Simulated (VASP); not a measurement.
# Rh (P6_3/mmc) in VASP: further runs, part 2 of 2

VASP 6.6.1.

## Step 3: Single point, LDA (volume scaled by 1.12)

The input, INCAR:

```
SYSTEM = Rh
  PREC = Accurate
  ENCUT = 520
  EDIFF = 1E-7
  ISMEAR = -1
  SIGMA = 0.1
  LREAL = .False.
  LASPH = .True.
  NELM = 80
  ALGO = Normal
  ISIF = 2
  LWAVE = .False.
  LCHARG = .True.
  GGA = CA
  LELF = .True.
  LVHAR = .True.
  NBANDS = 22
```

The input, KPOINTS:

```
Automatic mesh
0
Gamma
  15 15 8
  0 0 0
```

The input, POSCAR:

```
Rh
1.0
    2.7724607534      0.0000000000      0.0000000000
   -1.3862303767      2.4010214435      0.0000000000
    0.0000000000      0.0000000000      4.4729765357
Rh
2
Direct
    0.3333333333      0.6666666667      0.2500000000
    0.6666666667      0.3333333333      0.7500000000
```

Potentials or basis: VASP PAW LDA potentials, release 64 (Rh_pv).

Run with:

```sh
$ cat potpaw_LDA.64/Rh_pv/POTCAR > POTCAR
$ mpirun -np 1 vasp_std > vasp.out
```

It took 32 s on 1 thread of Intel Xeon Platinum 8488C (Sapphire Rapids), shared host; peak memory 0.19 GiB.

It converged, with:

```yaml
Free_energy: -17.0560 eV
Pressure: -25.9 GPa
Band_gap_on_the_k_mesh: zero (band 15 reaches 10.93 eV, above the bottom of band 16 at 8.87 eV)
```

Stress tensor (GPa, compression positive):
```
-25.51   0.00   0.00
  0.00 -25.51   0.00
  0.00   0.00 -26.59
```

Levels at points of the mesh, in eV from the Fermi level:
| k point | band 12 | band 13 | band 14 | band 15 | band 16 | band 17 | band 18 | band 19 |
| --- | --- | --- | --- | --- | --- | --- | --- | --- |
| (0.00, 0.00, 0.00) | -2.22 | -2.22 | -1.70 | -1.70 | 0.14 | 0.14 | 0.82 | 7.86 |
| (0.00, 0.00, 0.50) | -2.79 | -2.79 | -2.79 | -0.38 | -0.38 | -0.38 | -0.38 | 14.47 |

Caveat: the cell differs from its parent crystal (volume scaled by 1.12).

## Step 4: Single point, LDA

This run uses another cell than the first one, of 13.29 Å³/atom, 0.926 times its volume.

The input, INCAR:

```
ALGO = Normal
EDIFF = 1E-7
ENCUT = 520
GGA = CA
ISIF = 2
ISMEAR = -1
LASPH = T
LCHARG = F
LREAL = F
LWAVE = F
NBANDS = 22
NELM = 100
PREC = Accurate
SIGMA = 0.1
```

The input, KPOINTS:

```
k-points
0
Gamma
  22 22 12
```

The input, POSCAR:

```
Rh
1.0
    2.6696811773      0.0000000000      0.0000000000
   -1.3348405886      2.3120117196      0.0000000000
    0.0000000000      0.0000000000      4.3071561064
Rh
2
Direct
    0.3333333333      0.6666666667      0.2500000000
    0.6666666667      0.3333333333      0.7500000000
```

Run with:

```sh
$ cat potpaw_LDA.64/Rh_pv/POTCAR > POTCAR
$ mpirun -np 1 vasp_std > vasp.out
```

Wall time 3.4 min (1 thread of Intel Xeon Platinum 8259CL at 2.50GHz (Skylake/Cascade Lake), shared host); peak memory 0.26 GiB.

It converged, with:

- Free energy: -17.3355 eV
- Pressure: 0.9 GPa
- Band gap on the k mesh: zero (band 15 reaches 13.14 eV, above the bottom of band 16 at 10.60 eV)

Stress tensor (GPa, compression positive):
```
0.83 0.00 0.00
0.00 0.83 0.00
0.00 0.00 0.92
```

Levels at points of the mesh, in eV from the Fermi level:
| k point | band 13 | band 14 | band 15 | band 16 | band 17 | band 18 |
| --- | --- | --- | --- | --- | --- | --- |
| (0.00, 0.00, 0.00) | -2.67 | -2.05 | -2.05 | 0.15 | 0.15 | 0.67 |
| (0.50, 0.00, 0.00) | -2.31 | 0.45 | 0.70 | 0.79 | 3.13 | 5.29 |
| (0.00, 0.00, 0.50) | -3.35 | -3.35 | -0.46 | -0.46 | -0.46 | -0.46 |
| (0.50, 0.00, 0.50) | -0.35 | -0.35 | 0.65 | 0.65 | 2.70 | 2.70 |

## Step 5: Single point, LDA, non-collinear spin, zero start, spin-orbit coupling

This run uses another cell than the first one, of 13.29 Å³/atom, 0.926 times its volume.

The input, INCAR:

```
  PREC = Accurate
  ENCUT = 520
  EDIFF = 1E-6
  ISMEAR = -1
  SIGMA = 0.1
  LREAL = F
  LASPH = T
  NELM = 150
  ALGO = Normal
  ISIF = 2
  LWAVE = F
  LCHARG = F
  MAGMOM = 0 0 0 0 0 0
  LORBIT = 11
  LSORBIT = T
  GGA_COMPAT = F
  LORBMOM = T
  LMAXMIX = 4
  NBANDS = 42
```

The input, KPOINTS:

```
regular mesh
0
Gamma
  13 13 7
```

POSCAR is that of step 4.

Potentials or basis: VASP PAW LDA potentials, release 64 (Rh_pv).

Run with:

```sh
$ cat potpaw_LDA.64/Rh_pv/POTCAR > POTCAR
$ mpirun -np 1 vasp_ncl > vasp.out
```

OUTCAR:

```text
PREC = Accurate
   ENCUT = 520
   EDIFF = 1E-6
   ISMEAR = -1
   LREAL = F
   LASPH = T
   NELM = 150
   ISIF = 2
   LORBIT = 11
   LSORBIT = T

 ion  position               nearest neighbor table
   1  0.333  0.667  0.250-   2 2.65   2 2.65   2 2.65   2 2.65   2 2.65   2 2.65
   2  0.667  0.333  0.750-   1 2.65   1 2.65   1 2.65   1 2.65   1 2.65   1 2.65

  LATTYP: Found a hexagonal cell.
 ALAT       =     2.6696811773
 C/A-ratio  =     1.6133597311

  Lattice vectors:

 A1 = (   2.6696811773,   0.0000000000,   0.0000000000)
 A2 = (  -1.3348405886,   2.3120117196,   0.0000000000)
 A3 = (   0.0000000000,   0.0000000000,   4.3071561064)

Analysis of symmetry for initial positions (statically):
=====================================================================
 Subroutine PRICEL returns:
 Original cell was already a primitive cell.

 Routine SETGRP: Setting up the symmetry group for a
 hexagonal supercell.

 Subroutine GETGRP returns: Found 24 space group operations
[... 1346 lines left out ...]
 l=   3
     0.0000000     0.0000000     0.0000000     0.0000000     0.0000000     0.0000000     0.0000000
     0.0000000     0.0000000     0.0000000     0.0000000     0.0000000     0.0000000     0.0000000
     0.0000000     0.0000000     0.0000000     0.0000000     0.0000000     0.0000000     0.0000000
     0.0000000     0.0000000     0.0000000     0.0000000     0.0000000     0.0000000     0.0000000
     0.0000000     0.0000000     0.0000000     0.0000000     0.0000000     0.0000000     0.0000000
     0.0000000     0.0000000     0.0000000     0.0000000     0.0000000     0.0000000     0.0000000
     0.0000000     0.0000000     0.0000000     0.0000000     0.0000000     0.0000000     0.0000000

 Ion:    2  E_soc:     -0.3173739
 l=   1
     0.0000000    -0.0428083    -0.0428321
    -0.0428083     0.0000000    -0.0428083
    -0.0428321    -0.0428083     0.0000000
 l=   2
     0.0000000    -0.0021121     0.0000000    -0.0021121    -0.0079361
    -0.0021121     0.0000000    -0.0058701    -0.0021136    -0.0021121
     0.0000000    -0.0058701     0.0000000    -0.0058701     0.0000000
    -0.0021121    -0.0021136    -0.0058701     0.0000000    -0.0021121
    -0.0079361    -0.0021121     0.0000000    -0.0021121     0.0000000
 l=   3
     0.0000000     0.0000000     0.0000000     0.0000000     0.0000000     0.0000000     0.0000000
     0.0000000     0.0000000     0.0000000     0.0000000     0.0000000     0.0000000     0.0000000
     0.0000000     0.0000000     0.0000000     0.0000000     0.0000000     0.0000000     0.0000000
     0.0000000     0.0000000     0.0000000     0.0000000     0.0000000     0.0000000     0.0000000
     0.0000000     0.0000000     0.0000000     0.0000000     0.0000000     0.0000000     0.0000000
     0.0000000     0.0000000     0.0000000     0.0000000     0.0000000     0.0000000     0.0000000
     0.0000000     0.0000000     0.0000000     0.0000000     0.0000000     0.0000000     0.0000000

 total charge

# of ion       s       p       d       tot
------------------------------------------
    1        0.427   6.330   7.100  13.856
    2        0.427   6.330   7.100  13.856
--------------------------------------------------
tot          0.853  12.659  14.200  27.713

 magnetization (x)

# of ion       s       p       d       tot
------------------------------------------
    1        0.000   0.000   0.000   0.000
    2        0.000   0.000   0.000   0.000
--------------------------------------------------
tot          0.000   0.000   0.000   0.000

 magnetization (y)

# of ion       s       p       d       tot
------------------------------------------
    1        0.000   0.000   0.000   0.000
    2        0.000   0.000   0.000   0.000
--------------------------------------------------
tot          0.000   0.000   0.000   0.000

 magnetization (z)

# of ion       s       p       d       tot
------------------------------------------
    1        0.000   0.000   0.000   0.000
    2        0.000   0.000   0.000   0.000
--------------------------------------------------
tot          0.000   0.000   0.000   0.000
```

Run time: 2.8 min. Hardware: 1 thread of Intel Xeon Platinum 8259CL at 2.50GHz (Skylake/Cascade Lake), shared host; peak memory 0.25 GiB.

Results:

```
Free energy                                           : -17.6535 eV
Pressure                                              : 1.2 GPa
Net moment                                            : 0.00 μB per cell
Valence electrons inside the program's atomic spheres : Rh 13.86
```

Stress tensor (GPa, compression positive):
```
1.19 0.00 0.00
0.00 1.19 0.00
0.00 0.00 1.30
```

Moments on the atoms (μB; x, y, z):
```
Rh  0.00 0.00 0.00
Rh  0.00 0.00 0.00
```

## Step 6: The runs side by side

```tsv
spin	cell	k mesh	gap on the mesh (eV)	pressure (GPa)
off	a = 2.739, b = 2.739, c = 4.419 Å, angles 90.0, 90.0, 120.0°, 2 atoms	15 × 15 × 8	none	-19.1
off	a = 2.772, b = 2.772, c = 4.473 Å, angles 90.0, 90.0, 120.0°, 2 atoms	15 × 15 × 8	none	-25.9
off	a = 2.670, b = 2.670, c = 4.307 Å, angles 90.0, 90.0, 120.0°, 2 atoms	22 × 22 × 12	none	0.9
non-collinear, zero start, SOC	a = 2.670, b = 2.670, c = 4.307 Å, angles 90.0, 90.0, 120.0°, 2 atoms	13 × 13 × 7	-	1.2
```

Alike in all rows: task single point; level LDA; potentials or basis VASP PAW LDA potentials, release 64 (Rh_pv); cutoff (eV) 520; smearing fermi-dirac 0.1 eV.

Total energies depend on the potentials used, so only differences within one code and one set of settings carry meaning.
